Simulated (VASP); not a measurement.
# Si4GePt (Cmmm) in VASP: a series of runs, part 2 of 2

VASP 6.6.1. The steps go on from the part before.

## 3. Single point, PBE

This run uses another cell than the first one, of 16.97 Å³/atom, 1.122 times its volume.

INCAR

```
SYSTEM = Si4GePt
PREC = Accurate
ENCUT = 520
EDIFF = 1E-6
ISMEAR = 0
SIGMA = 0.1
LREAL = .FALSE.
LASPH = .TRUE.
NELM = 100
ALGO = Normal
ISIF = 2
LWAVE = .FALSE.
LCHARG = .FALSE.
GGA = PE
NBANDS = 29
```

KPOINTS

```
regular mesh
0
G
  4 4 4
  0 0 0
```

POSCAR

```
Si4GePt
1.0
    2.9362677127     -4.2319974624      0.0000000000
    2.9362677127      4.2319974624      0.0000000000
    0.0000000000      0.0000000000      4.0977128112
Si Ge Pt
4 1 1
Direct
    0.3148693121      0.6851306879      0.0000000000
    0.6851306879      0.3148693121      0.0000000000
    0.5000000000      0.0000000000      0.5000000000
    0.0000000000      0.5000000000      0.5000000000
    0.0000000000      0.0000000000      0.0000000000
    0.5000000000      0.5000000000      0.5000000000
```

Potentials or basis: VASP PAW PBE potentials, release 64 (Si, Ge_d, Pt).

On the command line:

```bash
$ cat potpaw_PBE.64/Si/POTCAR potpaw_PBE.64/Ge_d/POTCAR potpaw_PBE.64/Pt/POTCAR > POTCAR
$ mpirun -np 1 vasp_std > vasp.out
```

It took 57 s on 1 thread of Intel Xeon 6975P-C, shared host; peak memory 0.25 GiB.

The run converged. Its results:

```
Free energy            : -30.3037 eV
Pressure               : 0.0 GPa
Band gap on the k mesh : zero (band 20 reaches 10.08 eV, above the bottom of band 21 at 7.39 eV)
```

Stress tensor (GPa, compression positive):
```
 0.18  0.00  0.00
 0.00 -0.21  0.00
 0.00  0.00  0.01
```

Levels at points of the mesh, in eV from the Fermi level:
```tsv
k point	band 16	band 17	band 18	band 19	band 20	band 21	band 22	band 23	band 24	band 25
(0.00, 0.00, 0.00)	-3.76	-3.04	-3.01	-0.95	-0.27	0.27	1.50	1.74	1.94	2.01
(0.50, 0.00, 0.00)	-3.81	-2.03	-1.43	-1.38	-0.60	0.15	1.65	1.93	2.08	2.46
(0.50, 0.50, 0.00)	-1.77	-1.59	-1.43	-1.18	-0.27	-0.10	0.40	1.40	1.44	2.29
(0.00, 0.00, 0.50)	-4.06	-2.69	-1.77	-1.72	-1.68	-1.10	-0.23	-0.15	0.54	3.81
(0.50, 0.00, 0.50)	-3.68	-3.26	-2.01	-1.48	-1.28	-0.04	0.67	1.75	2.53	3.01
(0.50, 0.50, 0.50)	-4.04	-2.73	-2.27	0.04	1.49	1.92	2.11	2.81	3.08	3.68
```

Caveat: the k points lie up to 0.38 Å⁻¹ apart; spin-orbit coupling is left out, which moves the levels of the heavy elements.

## 4. Relaxation of cell and atoms, PBE

INCAR

```
PREC = Accurate ; ENCUT = 600
EDIFF = 1E-7 ; ISMEAR = 0
SIGMA = 0.1 ; LREAL = False
LASPH = True ; NELM = 60
ALGO = Normal ; ISIF = 3
LWAVE = False ; LCHARG = False
GGA = PE ; IBRION = 2
NSW = 90 ; EDIFFG = -0.04
```

KPOINTS

```
Automatic mesh
0
Gamma
  4 4 4
```

POSCAR

```
Si4GePt
1.0
    2.6087211200     -4.1876274000      0.0000000000
    2.6087211200      4.1876274000      0.0000000000
    0.0000000000      0.0000000000      4.1537170500
Si Ge Pt
4 1 1
Direct
    0.3380584700      0.6619415300      0.0000000000
    0.6619415300      0.3380584700      0.0000000000
    0.5000000000      0.0000000000      0.5000000000
    0.0000000000      0.5000000000      0.5000000000
    0.0000000000      0.0000000000      0.0000000000
    0.5000000000      0.5000000000      0.5000000000
```

On the command line:

```bash
$ cat potpaw_PBE.64/Si/POTCAR potpaw_PBE.64/Ge_d/POTCAR potpaw_PBE.64/Pt/POTCAR > POTCAR
$ mpirun -np 1 vasp_std > vasp.out
```

Wall time 9.7 min (1 thread of Intel Xeon 6975P-C, shared host); peak memory 0.28 GiB.

The run converged. Its results:

```yaml
Free_energy: -30.2070 eV
Relaxed_volume: 17.05 Å³/atom
Relaxed_cell: a = 5.440 Å, b = 5.440 Å, c = 3.936 Å, α = 90.00°, β = 90.00°, γ = 118.58°
Space_group_after_relaxing_to_0.05_Å: Cmmm (No. 65)
Energy_gained_by_relaxing: 142.2 meV/atom
Ionic_steps: 13
Pressure_after_relaxing: 0.0 GPa
Largest_force_after_relaxing: 0.028 eV/Å
Band_gap_on_the_k_mesh: zero (band 20 reaches 9.60 eV, above the bottom of band 21 at 7.27 eV)
```

Forces in eV/Å, atoms in the order of the input:
```
Si   0.000  0.028  0.000
Si   0.000 -0.028  0.000
Si   0.000  0.000  0.000
Si   0.000  0.000  0.000
Ge   0.000  0.000  0.000
Pt   0.000  0.000  0.000
```

Stress tensor (GPa, compression positive):
```
 0.11  0.00  0.00
 0.00 -0.36  0.00
 0.00  0.00  0.16
```

The path:
```tsv
step	energy change (eV)	largest force (eV/Å)	pressure (GPa)	volume (Å³)
1	0.0000	0.9218	15.65	90.75
2	-0.4334	0.0273	-6.55	111.55
3	-0.6050	0.2216	-0.43	103.54
4	-0.6547	0.2252	-0.51	103.36
5	-0.7995	0.1702	-0.48	102.63
6	-0.6478	0.1694	3.25	100.31
7	-0.8422	0.0419	-0.26	102.16
8	-0.8342	0.0072	0.83	101.55
9	-0.8490	0.0142	0.12	101.93
10	-0.8489	0.0107	0.20	101.89
11	-0.8506	0.0155	-0.14	102.44
12	-0.8506	0.0152	-0.13	102.42
13	-0.8533	0.0283	-0.03	102.30
```

Final structure:
```xyz
6
Lattice="2.7781 -4.6772 0.0000 2.7781 4.6772 0.0000 0.0000 0.0000 3.9363" Properties=species:S:1:pos:R:3 pbc="T T T"
Si    2.7781    1.6276    3.9363
Si    2.7781   -1.6276    0.0000
Si    4.1672    2.3386    1.9682
Si    1.3891    2.3386    1.9682
Ge    0.0000    0.0000    3.9363
Pt    2.7781    0.0000    1.9682
```

Levels at points of the mesh, in eV from the Fermi level:
```csv
k point,band 18,band 19,band 20,band 21,band 22,band 23
"(0.00, 0.00, 0.00)",-2.59,-0.84,0.44,1.22,1.83,2.20
"(0.50, 0.00, 0.00)",-1.12,-0.78,-0.31,-0.21,0.95,1.92
"(0.50, 0.50, 0.00)",-1.23,-1.14,-0.38,0.76,0.90,1.64
"(0.00, 0.00, 0.50)",-2.19,-1.64,-1.44,-1.02,-0.50,0.24
"(0.50, 0.00, 0.50)",-2.20,-0.25,-0.25,0.56,1.17,1.18
"(0.50, 0.50, 0.50)",-2.00,-0.39,1.32,1.73,1.92,2.30
```

Caveat: the k points lie up to 0.40 Å⁻¹ apart in the final cell; spin-orbit coupling is left out, which moves the levels of the heavy elements.

## 5. Single point, PBE

This run uses another cell than the first one, of 17.04 Å³/atom, 1.127 times its volume.

INCAR

```
PREC     = Accurate       # precision mode
ENCUT    = 520            # plane-wave cutoff, eV
EDIFF    = 1E-7           # SCF threshold, eV
ISMEAR   = 0              # smearing method
SIGMA    = 0.1            # smearing width, eV
LREAL    = F              # projectors in reciprocal space
LASPH    = T              # aspherical terms in the spheres
NELM     = 80             # most SCF steps
ALGO     = Normal         # electronic algorithm
ISIF     = 2              # what is computed and relaxed
LWAVE    = F              # write WAVECAR
LCHARG   = F              # write CHGCAR
GGA      = PE             # functional
NBANDS   = 29             # bands
```

KPOINTS

```
Automatic mesh
0
Gamma
  8 8 10
```

POSCAR

```
Si4GePt
1.0
    2.9312847694     -4.3425908814      0.0000000000
    2.9312847694      4.3425908814      0.0000000000
    0.0000000000      0.0000000000      4.0161489869
Si Ge Pt
4 1 1
Direct
    0.3114774735      0.6885225265      0.0000000000
    0.6885225265      0.3114774735      0.0000000000
    0.5000000000      0.0000000000      0.5000000000
    0.0000000000      0.5000000000      0.5000000000
    0.0000000000      0.0000000000      0.0000000000
    0.5000000000      0.5000000000      0.5000000000
```

Potentials or basis: VASP PAW PBE potentials, release 64 (Si, Ge_d, Pt).

On the command line:

```bash
$ cat potpaw_PBE.64/Si/POTCAR potpaw_PBE.64/Ge_d/POTCAR potpaw_PBE.64/Pt/POTCAR > POTCAR
$ mpirun -np 1 vasp_std > vasp.out
```

OUTCAR:

```text
PREC = Accurate
   ENCUT = 520
   EDIFF = 1E-7
   ISMEAR = 0
   LREAL = F
   LASPH = T
   NELM = 80
   ISIF = 2
   GGA = PE

 ion  position               nearest neighbor table
   1  0.311  0.689  0.000-   3 2.54   4 2.54   3 2.54   4 2.54   6 2.59   6 2.59   5 2.71   2 3.12
                             2 3.12
   2  0.689  0.311  0.000-   3 2.54   4 2.54   3 2.54   4 2.54   6 2.59   6 2.59   5 2.71   1 3.12
                             1 3.12
   3  0.500  0.000  0.500-   1 2.54   2 2.54   1 2.54   2 2.54   6 2.62   6 2.62   4 2.93   4 2.93

[... 981 lines left out ...]
  Total       -0.0356575     -0.0345413     -0.0670939      0.0000000      0.0000000      0.0000000
  in kB       -0.5587471     -0.5412557     -1.0513490      0.0000000      0.0000000      0.0000000
  external PRESSURE =      -0.7171173 kB  Pullay stress =       0.0000000 kB

 VOLUME and BASIS-vectors are now :
 -----------------------------------------------------------------------------
  energy-cutoff  :      520.00
  volume of cell :      102.25
      direct lattice vectors                 reciprocal lattice vectors
     2.931284769 -4.342590881  0.000000000     0.170573670 -0.115138638  0.000000000
     2.931284769  4.342590881  0.000000000     0.170573670  0.115138638  0.000000000
     0.000000000  0.000000000  4.016148987     0.000000000  0.000000000  0.248994747

 POSITION                                       TOTAL-FORCE (eV/Angst)
 -----------------------------------------------------------------------------------
      2.93128      1.63735      0.00000         0.000000     -0.005746      0.000000
      2.93128     -1.63735      0.00000         0.000000      0.005746     -0.000000
      1.46564     -2.17130      2.00807         0.000000     -0.000000      0.000000
      1.46564      2.17130      2.00807        -0.000000     -0.000000      0.000000
      0.00000      0.00000      0.00000        -0.000000     -0.000000      0.000000
      2.93128      0.00000      2.00807        -0.000000      0.000000      0.000000
 -----------------------------------------------------------------------------------
    total drift:                                0.000000     -0.000000     -0.000000

  FREE ENERGIE OF THE ION-ELECTRON SYSTEM (eV)
  ---------------------------------------------------
  free  energy   TOTEN  =       -30.2418427028 eV

  energy  without entropy=      -30.2282790877  energy(sigma->0) =      -30.23506090
```

Wall time 6 min (1 thread of Intel Xeon 6975P-C, shared host); peak memory 0.48 GiB.

Results:

| Property | Result |
| --- | --- |
| Free energy | -30.2418 eV |
| Pressure | -0.1 GPa |
| Largest force | 0.006 eV/Å |
| Band gap on the k mesh | zero (band 20 reaches 9.90 eV, above the bottom of band 21 at 7.42 eV) |

Forces in eV/Å, atoms in the order of the input:
```
Si   0.000 -0.006  0.000
Si   0.000  0.006  0.000
Si   0.000  0.000  0.000
Si   0.000  0.000  0.000
Ge   0.000  0.000  0.000
Pt   0.000  0.000  0.000
```

Levels at points of the mesh, in eV from the Fermi level:
```
           k point  band 17  band 18  band 19  band 20  band 21  band 22  band 23  band 24
(0.00, 0.00, 0.00)    -3.13    -2.95    -0.84    -0.14     0.63     1.47     1.76     2.08
(0.50, 0.00, 0.00)    -1.79    -1.40    -1.37    -0.40    -0.05     1.58     1.75     2.15
(0.50, 0.50, 0.00)    -1.62    -1.48    -1.36    -0.03     0.17     0.46     1.38     1.73
(0.00, 0.00, 0.50)    -2.60    -1.79    -1.79    -1.53    -1.05    -0.17    -0.06     0.28
(0.50, 0.00, 0.50)    -3.36    -2.08    -1.38    -1.21    -0.02     0.60     1.65     2.53
(0.50, 0.50, 0.50)    -2.72    -2.21    -0.01     1.41     1.85     2.01     2.73     2.81
```

Caveat: spin-orbit coupling is left out, which moves the levels of the heavy elements.

## 6. Overview

| task | cell | k mesh | cutoff (eV) | gap on the mesh (eV) | pressure (GPa) | largest force (eV/Å) |
| --- | --- | --- | --- | --- | --- | --- |
| single point | a = 4.934, b = 4.934, c = 4.154 Å, angles 90.0, 90.0, 116.2°, 6 atoms | 4 × 4 × 4 | 520 | none | 15.6 | 0.92 |
| single point | a = 5.151, b = 5.151, c = 4.098 Å, angles 90.0, 90.0, 110.5°, 6 atoms | 4 × 4 × 4 | 520 | none | 0.0 | - |
| relaxation of cell and atoms | relaxed from a = 4.934, b = 4.934, c = 4.154 Å, angles 90.0, 90.0, 116.2°, 6 atoms | 4 × 4 × 4 | 600 | none | 0.0 | 0.03 |
| single point | a = 5.239, b = 5.239, c = 4.016 Å, angles 90.0, 90.0, 112.0°, 6 atoms | 8 × 8 × 10 | 520 | none | -0.1 | 0.01 |

Alike in all rows: level PBE; potentials or basis VASP PAW PBE potentials, release 64 (Si, Ge_d, Pt); no spin polarisation; smearing gaussian 0.1 eV.

Caveats: some runs use coarse meshes; spin-orbit coupling is left out, which moves the levels of the heavy elements.

Absolute energies hang on the potentials; compare differences alone.
